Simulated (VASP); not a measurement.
The system is FeO.

```
Fe O
1.0
     1.53881    0.88843    2.55273
    -1.53881    0.88843    2.55273
     0.00000   -1.77686    2.55273
Fe O
1 1
Direct
  0.00000 0.00000 0.00000
  0.50000 0.50000 0.50000
```

Base run:

```yaml
Program: VASP 6.6.1
Functional: LDA
Potentials_or_basis: VASP PAW LDA potentials, release 64 (Fe, O)
Cutoff: 520 eV
k_mesh: 11 × 11 × 11
Occupations: fermi-dirac, width 0.05 eV
Spin: collinear spin, ferromagnetic start
Starting_moments: "[3.0, 0.0] μB"
```

Its results: band gap on the k mesh zero (filled and empty bands overlap); pressure -21.8 GPa; net moment 4.00 μB per cell; site moments Fe +3.58; O +0.31 μB.

Q: The run is repeated on the same cell with these changes: functional from LDA to PBEsol; potentials or basis from VASP PAW LDA potentials, release 64 (Fe, O) to VASP PAW PBE potentials, release 64 (Fe, O). What comes out?

A: Band gap on the k mesh zero (filled and empty bands overlap); pressure -15.3 GPa; net moment 4.00 μB per cell; site moments Fe +3.62; O +0.29 μB.

Caveats: the cell stands under tension; a cell with one magnetic atom can't hold antiferromagnetic order, which such compounds often take; semilocal functionals often make such compounds metallic where correlation or magnetic order opens a gap, which also shifts bond lengths; the PAW data sets were made with another functional, which shifts forces and pressure a little (at least some runs).
